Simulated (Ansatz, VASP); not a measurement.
# Li in VASP and in Ansatz

INCAR

```
PREC = Accurate
ENCUT = 520
EDIFF = 1E-8
ISMEAR = -1
SIGMA = 0.05
LREAL = F
LASPH = T
NELM = 60
ALGO = Normal
ISIF = 2
LWAVE = F
LCHARG = F
GGA = PE
LEFG = T
NBANDS = 12
```

Contents of KPOINTS:

```
Automatic mesh
0
Gamma
  12 12 12
```

File POSCAR:

```
Li
1.0
    1.5504989657      0.8951809952      7.4365340000
   -1.5504989657      0.8951809952      7.4365340000
    0.0000000000     -1.7903619905      7.4365340000
Li
3
Direct
    0.0000000000      0.0000000000      0.0000000000
    0.2220000000      0.2220000000      0.2220000000
    0.7780000000      0.7780000000      0.7780000000
```

Input for Ansatz:

```yaml
crystal:
  lattice:
    - [1.5504989657, 0.8951809952, 7.436534]
    - [-1.5504989657, 0.8951809952, 7.436534]
    - [0.0, -1.7903619905, 7.436534]
  atoms:
    - { symbol: Li, position: [0.0, 0.0, 0.0] }
    - { symbol: Li, position: [0.222, 0.222, 0.222] }
    - { symbol: Li, position: [0.778, 0.778, 0.778] }
kpoints:
  mp_grid: { grid: [12, 12, 12] }
scf:
  occupations: { method: fermi_dirac, width: 0.05 }
hamiltonian:
  xc: pbe
  pseudopotentials: { kind: all_electron, datasets: crystal }
output:
  forces: true
  stress: true
  eigenvalues: true
  efg: { contact_densities: true }
```

Change from the starting cell: zz strain of -2 %, crystal datasets.

Alike in both runs: task electric field gradients; functional PBE; k mesh 12 × 12 × 12; occupations fermi-dirac, width 0.05 eV; no spin polarisation.

|  | VASP | Ansatz |
| --- | --- | --- |
| version | VASP 6.6.1 | Ansatz 0.2.0 |
| potentials or method | VASP PAW PBE potentials, release 64 (Li_sv), cutoff 520 eV | all-electron PAW with datasets made for the crystal, scalar-relativistic |

```csv
,VASP,Ansatz,Ansatz less VASP
rms of the force components (eV/Å),0.005,0.004,-0.0001
size of Vzz on the site where it differs most (V/Å²),0.2,0.1,-0.04
```

Atom by atom the forces differ by 0.000 eV/Å (rms over components). Ansatz ran all-electron here, and VASP with PAW potentials. Ansatz's warnings: printed levels off.

Noted on VASP's run: the cutoff is under 1.25 times that of the potentials, so the pressure is a little rough.
